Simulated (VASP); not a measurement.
# VBiO4 (I4_1/amd) in VASP: single point with PBE

Aim: the single point of VBiO4 with PBE.

Program: VASP 6.6.1. These are calculated values, not measurements. Logs are shortened: lines on timing, memory, paths and dates and some standing lists are left out, and cuts for length are marked.

## 1. The cell of the first run

It takes space group I4_1/amd (No. 141, tetragonal). The conventional cell has a = 7.394 Å, b = 7.394 Å, c = 6.477 Å, α = 90.00°, β = 90.00°, γ = 90.00°. Within 2.3 Å of V (site symmetry -4m2) lie 4 O at 1.73 Å. Bi (site symmetry -4m2) has 8 O at 2.42 to 2.52 Å and 2 V at 3.24 Å within 3.3 Å. Within 2.3 Å of O (site symmetry m) lie 1 V at 1.73 Å.

## 2. Single point, PBE

Contents of INCAR:

```
SYSTEM = VBiO4
PREC = Accurate
ENCUT = 520
EDIFF = 1E-6
ISMEAR = 0
SIGMA = 0.1
LREAL = .False.
LASPH = .True.
NELM = 60
ALGO = Normal
ISIF = 2
LWAVE = .False.
LCHARG = .True.
GGA = PE
LELF = .True.
LVHAR = .True.
NBANDS = 64
```

Contents of KPOINTS:

```
regular mesh
0
Gamma
  4 4 4
  0 0 0
```

Contents of POSCAR:

```
VBiO4
1.0
   -3.6968253735      3.6968253735      3.2382645274
    3.6968253735     -3.6968253735      3.2382645274
    3.6968253735      3.6968253735     -3.2382645274
V Bi O
2 2 8
Direct
    0.5000000000      0.5000000000      0.0000000000
    0.2500000000      0.7500000000      0.5000000000
    0.7500000000      0.2500000000      0.5000000000
    0.0000000000      0.0000000000      0.0000000000
    0.1505425582      0.3307967399      0.8197458183
    0.0807967399      0.7610509216      0.6802541817
    0.5110509216      0.3307967399      0.1802541817
    0.0807967399      0.4005425582      0.3197458183
    0.5994574418      0.9192032601      0.6802541817
    0.6692032601      0.8494574418      0.1802541817
    0.2389490784      0.9192032601      0.3197458183
    0.6692032601      0.4889490784      0.8197458183
```

Potentials or basis: VASP PAW PBE potentials, release 64 (V_sv, Bi_d, O).

Command:

```
$ cat potpaw_PBE.64/V_sv/POTCAR potpaw_PBE.64/Bi_d/POTCAR potpaw_PBE.64/O/POTCAR > POTCAR
$ mpirun -np 1 vasp_std > vasp.out
```

OUTCAR:

```text
SYSTEM = VBiO4
   PREC = Accurate
   ENCUT = 520
   EDIFF = 1E-6
   ISMEAR = 0
   LREAL = .False.
   LASPH = .True.
   NELM = 60
   ISIF = 2
   GGA = PE

 ion  position               nearest neighbor table
   1  0.500  0.500  0.000-   7 1.73  12 1.73  10 1.73   5 1.73   4 3.24   4 3.24
   2  0.250  0.750  0.500-   6 1.73  11 1.73   9 1.73   8 1.73   3 3.24   3 3.24
   3  0.750  0.250  0.500-   5 2.42   7 2.42  10 2.42  12 2.42   9 2.52   6 2.52   8 2.52  11 2.52
                             2 3.24   2 3.24
   4  0.000  0.000  0.000-   6 2.42   8 2.42   9 2.42  11 2.42   7 2.52  10 2.52   5 2.52  12 2.52
                             1 3.24   1 3.24
   5  0.151  0.331  0.820-   1 1.73   3 2.42   4 2.52
   6  0.081  0.761  0.680-   2 1.73   4 2.42   3 2.52
   7  0.511  0.331  0.180-   1 1.73   3 2.42   4 2.52
   8  0.081  0.401  0.320-   2 1.73   4 2.42   3 2.52
   9  0.599  0.919  0.680-   2 1.73   4 2.42   3 2.52
  10  0.669  0.849  0.180-   1 1.73   3 2.42   4 2.52
  11  0.239  0.919  0.320-   2 1.73   4 2.42   3 2.52
  12  0.669  0.489  0.820-   1 1.73   3 2.42   4 2.52

  LATTYP: Found a body centered tetragonal cell.
 ALAT       =     7.3936507470
 C/A-ratio  =     0.8759582074

  Lattice vectors:

 A1 = (  -3.6968253735,   3.6968253735,   3.2382645274)
 A2 = (   3.6968253735,  -3.6968253735,   3.2382645274)
 A3 = (   3.6968253735,   3.6968253735,  -3.2382645274)

Analysis of symmetry for initial positions (statically):
=====================================================================
 Subroutine PRICEL returns:
 Original cell was already a primitive cell.

 Routine SETGRP: Setting up the symmetry group for a
 body centered tetragonal supercell.

 Subroutine GETGRP returns: Found 16 space group operations
 (whereof  8 operations were pure point group operations)
 out of a pool of 16 trial point group operations.

The static configuration has the point symmetry D_2d.
 The point group associated with its full space group is D_4h.

Analysis of symmetry for dynamics (positions and initial velocities):
=====================================================================
 Subroutine PRICEL returns:
 Original cell was already a primitive cell.

 Routine SETGRP: Setting up the symmetry group for a
 body centered tetragonal supercell.

 Subroutine GETGRP returns: Found 16 space group operations
 (whereof  8 operations were pure point group operations)
 out of a pool of 16 trial point group operations.

The dynamic configuration has the point symmetry D_2d.
 The point group associated with its full space group is D_4h.

 Subroutine INISYM returns: Found 16 space group operations
 (whereof  8 operations are pure point group operations),
 and found     1 'primitive' translations

----------------------------------------------------------------------------------------

                                     Primitive cell

  volume of cell :     177.0232

  direct lattice vectors                    reciprocal lattice vectors
    -3.696825373  3.696825373  3.238264527     0.000000000  0.135251182  0.154403692
     3.696825373 -3.696825373  3.238264527     0.135251182  0.000000000  0.154403692
     3.696825373  3.696825373 -3.238264527     0.135251182  0.135251182  0.000000000

  length of vectors
     6.149747380  6.149747380  6.149747380     0.205264177  0.205264177  0.191274055

  position of ions in fractional coordinates (direct lattice)
     0.500000000  0.500000000  0.000000000
     0.250000000  0.750000000  0.500000000
     0.750000000  0.250000000  0.500000000
     0.000000000  0.000000000  0.000000000
     0.150542558  0.330796740  0.819745818
     0.080796740  0.761050922  0.680254182
     0.511050922  0.330796740  0.180254182
     0.080796740  0.400542558  0.319745818
     0.599457442  0.919203260  0.680254182
     0.669203260  0.849457442  0.180254182
     0.238949078  0.919203260  0.319745818
     0.669203260  0.488949078  0.819745818

  ion indices of the primitive-cell ions
   primitive index   ion index
                 1           1
                 2           2
                 3           3
                 4           4
                 5           5
                 6           6
                 7           7
                 8           8
                 9           9
                10          10
                11          11
                12          12

----------------------------------------------------------------------------------------

 KPOINTS: regular mesh

Automatic generation of k-mesh.
 Grid dimensions read from file:
 generate k-points for:    4    4    4

 Generating k-lattice:

  Cartesian coordinates                     Fractional coordinates (reciprocal lattice)
     0.000000000  0.033812795  0.038600923     0.250000000  0.000000000  0.000000000
     0.033812795  0.000000000  0.038600923     0.000000000  0.250000000  0.000000000
     0.033812795  0.033812795  0.000000000     0.000000000  0.000000000  0.250000000

  Length of vectors
     0.051316044  0.051316044  0.047818514

  Shift w.r.t. Gamma in fractional coordinates (k-lattice)
     0.000000000  0.000000000  0.000000000

 Subroutine IBZKPT returns following result:
 ===========================================

 Found     13 irreducible k-points:

 Following reciprocal coordinates:
            Coordinates               Weight
  0.000000  0.000000  0.000000      1.000000
  0.250000 -0.000000  0.000000      8.000000
  0.500000 -0.000000  0.000000      4.000000
  0.250000  0.250000  0.000000      8.000000
  0.500000  0.250000  0.000000     16.000000
 -0.250000  0.250000  0.000000      4.000000
  0.500000  0.500000  0.000000      2.000000
  0.250000  0.250000  0.250000      2.000000
 -0.250000  0.250000  0.250000      4.000000
  0.500000  0.500000  0.250000      4.000000
 -0.250000  0.500000  0.250000      8.000000
 -0.250000 -0.250000  0.250000      2.000000
  0.500000  0.500000  0.500000      1.000000
   k-points           NKPTS =     13   k-points in BZ     NKDIM =     13   number of bands    NBANDS=     64
   number of dos      NEDOS =    301   number of ions     NIONS =     12
   total plane-waves  NPLWV = 110592
   dimension x,y,z NGX =    48 NGY =   48 NGZ =   48
   dimension x,y,z NGXF=    96 NGYF=   96 NGZF=   96
   ions per type =               2   2   8
   NGX,Y,Z   is equivalent  to a cutoff of  12.98, 12.98, 12.98 a.u.
   NGXF,Y,Z  is equivalent  to a cutoff of  25.95, 25.95, 25.95 a.u.
 SYSTEM =  VBiO4
   PREC   = accura    normal or accurate (medium, high low for compatibility)
   ISTART =      0    job   : 0-new  1-cont  2-samecut
   ICHARG =      2    charge: 1-file 2-atom 10-const
   ISPIN  =      1    spin polarized calculation?
   LNONCOLLINEAR =      F non collinear calculations
   LSORBIT =      F    spin-orbit coupling
   LASPH  =      T    aspherical Exc in radial PAW
   ENCUT  =  520.0 eV  38.22 Ry    6.18 a.u.  11.43 11.43 11.43*2*pi/ulx,y,z
   NELM   =     60;   NELMIN=  2; NELMDL= -5     # of ELM steps
   EDIFF  = 0.1E-05   stopping-criterion for ELM
   LREAL  =      F    real-space projection
   EDIFFG = 0.1E-04   stopping-criterion for IOM
   NSW    =      0    number of steps for IOM
   IBRION =     -1    ionic relax: 0-MD 1-quasi-New 2-CG
   NFREE  =      0    steps in history (QN), initial steepest desc. (CG)
   ISIF   =      2    stress and relaxation
   ISYM   =      2    0-nonsym 1-usesym 2-fastsym
   POTIM  = 0.5000    time-step for ionic-motion
   TEBEG  =    0.0;   TEEND  =   0.0 temperature during run
   PSTRESS=    0.0 pullay stress
   NELECT =     104.0000    total number of electrons
   NUPDOWN=      -1.0000    fix difference up-down
   EMIN   =  10.00;   EMAX   =-10.00  energy-range for DOS
   EFERMI =   0.00;   METHOD = LEGACY
   ISMEAR =     0;   SIGMA  =   0.10  broadening in eV -4-tet -1-fermi 0-gaus
   EFERMI_NEDOS =   21; number of points for ismear=-14 and -15
   IALGO  =     38    algorithm
   IMIX   =      4    mixing-type and parameters
     AMIX     =   0.40;   BMIX     =  1.00
     AMIX_MAG =   1.60;   BMIX_MAG =  1.00
  volume/ion in A,a.u.               =      14.75        99.55
  Fermi-wavevector in a.u.,A,eV,Ry     =   1.371121  2.591044 25.578594  1.879974
  Thomas-Fermi vector in A             =   2.496846
   LORBIT       =      0    0 simple, 1 ext, 2 COOP (PROOUT), +10 PAW based schemes
   GGA     = PE    functional components
   LHFCALC =     F    Hartree Fock is set to
   AEXX    =    0.0000 exact exchange contribution
   IVDW    =     0    specifies the selected vdW correction
   LEPSILON=     F    determine dielectric tensor
   LRPA    =     F    only Hartree local field effects (RPA)
 non-spin polarized calculation
 Gauss-broadening in eV      SIGMA  =   0.10
  energy-cutoff  :      520.00
  volume of cell :      177.02
 maximum number of plane-waves:      4793
 NGX is ok and might be reduce to    48
   NGX = 23   NGY = 23   NGZ = 23

 number of electron     103.9999997 magnetization

 Free energy of the ion-electron system (eV)
  ---------------------------------------------------
  ext. energy  EPLUGINS =         0.00000000
  ---------------------------------------------------
  free energy    TOTEN  =       -89.30662072 eV

  energy without entropy =      -89.30662072  energy(sigma->0) =      -89.30662072

 E-fermi :   3.1101     XC(G=0):  -9.9329

 val. band max:        2.6759536928   @ k =   0.5000  -0.0000   0.0000
 cond. band min:       5.5385632846   @ k =   0.5000  -0.0000   0.0000
 fundamental gap:      2.8626095917
 Fermi energy:         3.1101484484

 k-point     1 :       0.0000    0.0000    0.0000
  band No.  band energies     occupation
      1     -61.0288      2.00000
      2     -61.0284      2.00000
      3     -35.0767      2.00000
      4     -35.0766      2.00000
      5     -34.9336      2.00000
      6     -34.9336      2.00000
[... 860 lines left out ...]
     63       9.1740      0.00000
     64       9.1740      0.00000

------------------------ aborting loop because EDIFF is reached ----------------------------------------

  FORCE on cell =-STRESS in cart. coord.  units (eV):
  Direction    XX          YY          ZZ          XY          YZ          ZX
  --------------------------------------------------------------------------------------
  -------------------------------------------------------------------------------------
  Total        0.6438824      0.6438824      0.7428525      0.0000000      0.0000000      0.0000000
  in kB        5.8275622      5.8275622      6.7233080      0.0000000      0.0000000      0.0000000
  external PRESSURE =       6.1261441 kB  Pullay stress =       0.0000000 kB

 VOLUME and BASIS-vectors are now :
 -----------------------------------------------------------------------------
  energy-cutoff  :      520.00
  volume of cell :      177.02
      direct lattice vectors                 reciprocal lattice vectors
    -3.696825373  3.696825373  3.238264527     0.000000000  0.135251182  0.154403692
     3.696825373 -3.696825373  3.238264527     0.135251182  0.000000000  0.154403692
     3.696825373  3.696825373 -3.238264527     0.135251182  0.135251182  0.000000000

 POSITION                                       TOTAL-FORCE (eV/Angst)
 -----------------------------------------------------------------------------------
      0.00000      0.00000      3.23826        -0.000000     -0.000000      0.000000
      3.69683     -0.00000      1.61913        -0.000000     -0.000000      0.000000
     -0.00000      3.69683      1.61913        -0.000000     -0.000000      0.000000
      0.00000      0.00000      0.00000        -0.000000     -0.000000      0.000000
      3.69683      2.36409     -1.09585        -0.000000     -0.133570     -0.086734
      5.02956      0.00000      0.52328         0.133570     -0.000000     -0.086734
     -0.00000      1.33274      2.14241        -0.000000      0.133570     -0.086734
      2.36409      0.00000      0.52328        -0.133570      0.000000     -0.086734
      3.69683      1.33274      2.71498        -0.000000      0.133570      0.086734
      1.33274     -0.00000      4.33411         0.133570     -0.000000      0.086734
      3.69683     -1.33274      2.71498        -0.000000     -0.133570      0.086734
      2.36409      3.69683      1.09585        -0.133570     -0.000000      0.086734
 -----------------------------------------------------------------------------------
    total drift:                                0.000000      0.000000     -0.000000

  FREE ENERGIE OF THE ION-ELECTRON SYSTEM (eV)
  ---------------------------------------------------
  free  energy   TOTEN  =       -89.3066207217 eV

  energy  without entropy=      -89.3066207216  energy(sigma->0) =      -89.30662072
```

Wall time 2.1 min (1 thread of Intel Xeon 6975P-C (Granite Rapids), shared host); peak memory 0.37 GiB.

Results:

* Free energy: -89.3066 eV
* Pressure: 0.6 GPa
* Largest force: 0.159 eV/Å
* Band gap on the k mesh: 2.86 eV

Forces on the atoms (eV/Å):
```
V    0.000  0.000  0.000
V    0.000  0.000  0.000
Bi   0.000  0.000  0.000
Bi   0.000  0.000  0.000
O    0.000 -0.134 -0.087
O    0.134  0.000 -0.087
O    0.000  0.134 -0.087
O   -0.134  0.000 -0.087
O    0.000  0.134  0.087
O    0.134  0.000  0.087
O    0.000 -0.134  0.087
O   -0.134  0.000  0.087
```

Caveat: spin-orbit coupling is left out, which moves the levels of the heavy elements.
